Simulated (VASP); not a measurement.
Set up this calculation in VASP 6.6.1, as the native input.

```
Task                   : relaxation of cell and atoms
Functional             : PBEsol
Dispersion             : D3(BJ)
Potentials or basis    : VASP PAW PBE potentials, release 64 (Pt, Al)
Cutoff                 : 600 eV
k mesh                 : 8 × 8 × 8
Occupations            : fermi-dirac, width 0.05 eV
Spin                   : no spin polarisation
Dipole correction      : no
Further INCAR settings : ALGO = Fast; EDIFF = 1e-06; IBRION = 2; EDIFFG = -0.01; NSW = 60; ISIF = 3
```

The structure of Al2Pt lies in POSCAR:

```
Al2Pt
1.0
    0.0000000000      2.9550000000      2.9550000000
    2.9550000000      0.0000000000      2.9550000000
    2.9550000000      2.9550000000      0.0000000000
Pt Al
1 2
Direct
    0.0000000000      0.0000000000      0.0000000000
    0.7500000000      0.7500000000      0.7500000000
    0.2500000000      0.2500000000      0.2500000000
```

The input as run:

INCAR

```
ALGO = Fast
EDIFF = 1E-6
EDIFFG = -0.01
ENCUT = 600
GGA = PS
IBRION = 2
ISIF = 3
ISMEAR = -1
IVDW = 12
LASPH = True
LCHARG = False
LREAL = False
LWAVE = False
NELM = 100
NSW = 60
PREC = Accurate
SIGMA = 0.05
```

KPOINTS

```
k-points
0
Gamma
  8 8 8
```

Potentials or basis: VASP PAW PBE potentials, release 64 (Pt, Al).

The run is started by

```bash
$ cat potpaw_PBE.64/Pt/POTCAR potpaw_PBE.64/Al/POTCAR > POTCAR
$ mpirun -np 1 vasp_std > vasp.out
```

Results of the run:

The relaxed volume is 16.62 Å³/atom and the relaxed cell is a = 4.132 Å, b = 4.132 Å, c = 4.132 Å, α = 60.00°, β = 60.00°, γ = 60.00°. The space group after relaxing (to 0.05 Å) is Fm-3m (No. 225), the energy gained by relaxing is 8.8 meV/atom and the ionic steps are 3. The pressure after relaxing is 0.0 GPa and the band gap on the k mesh is zero (band 8 reaches 12.02 eV, above the bottom of band 9 at 6.53 eV). The dispersion energy per atom is -0.418 eV.

Caveat: the PAW data sets were made with another functional, which shifts forces and pressure a little; spin-orbit coupling is left out, which moves the levels of the heavy elements; pairwise dispersion overbinds metals, which lowers pressure and volume.

Wall time 100 s on 1 thread of Intel Xeon 6975P-C (shared host), peak memory 0.23 GiB.
